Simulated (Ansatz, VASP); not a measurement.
**Te in VASP and in Ansatz**

Contents of INCAR:

```
SYSTEM = Te
  PREC = Accurate
  ENCUT = 520
  EDIFF = 1E-7
  ISMEAR = -1
  SIGMA = 0.05
  LREAL = .False.
  LASPH = .True.
  NELM = 60
  ALGO = Normal
  ISIF = 2
  LWAVE = .False.
  LCHARG = .False.
  GGA = PE
  NBANDS = 9
```

The input KPOINTS:

```
regular mesh
0
Gamma
  14 14 14
  0 0 0
```

File POSCAR:

```
Te
1.0
   -1.4541412665      1.4541412665      1.4541412665
    1.4541412665     -1.4541412665      1.4541412665
    1.4541412665      1.4541412665     -1.4541412665
Te
1
Direct
    0.0000000000      0.0000000000      0.0000000000
```

Input for Ansatz:

```yaml
crystal:
  lattice:
    - [-1.4541412665, 1.4541412665, 1.4541412665]
    - [1.4541412665, -1.4541412665, 1.4541412665]
    - [1.4541412665, 1.4541412665, -1.4541412665]
  atoms:
    - { symbol: Te, position: [0.0, 0.0, 0.0] }
kpoints:
  mp_grid: { grid: [14, 14, 14] }
scf:
  occupations: { method: fermi_dirac, width: 0.05 }
hamiltonian:
  xc: pbe
  pseudopotentials: { kind: nc }
output:
  forces: true
  stress: true
  eigenvalues: true
```

Change from the starting cell: volume scaled by 0.43, norm-conserving files.

Alike in both runs: task single point; functional PBE; k mesh 14 × 14 × 14; occupations fermi-dirac, width 0.05 eV; no spin polarisation.

|  | VASP | Ansatz |
| --- | --- | --- |
| version | VASP 6.6.1 | Ansatz 0.2.0 |
| potentials or method | VASP PAW PBE potentials, release 64 (Te) | norm-conserving pseudopotentials, scalar-relativistic |
| plane-wave cutoff (eV) | 520 | 1120 |
| valence electrons in the cell | 6 | 16 |

Ansatz gave:

| Quantity | Value |
| --- | --- |
| pressure (GPa) | 322.1 |

Question: Which values does VASP return?

Answer: Pressure (GPa): 327.2.

Both programs put the cell under a high pressure, so it lies far from rest at this level. VASP's potentials hold 6 valence electrons a cell and Ansatz's 16, so a difference there can come from the potentials and not from the codes.

Neither program's run includes spin-orbit coupling. Noted on VASP's run: the cell as given lies far from equilibrium.
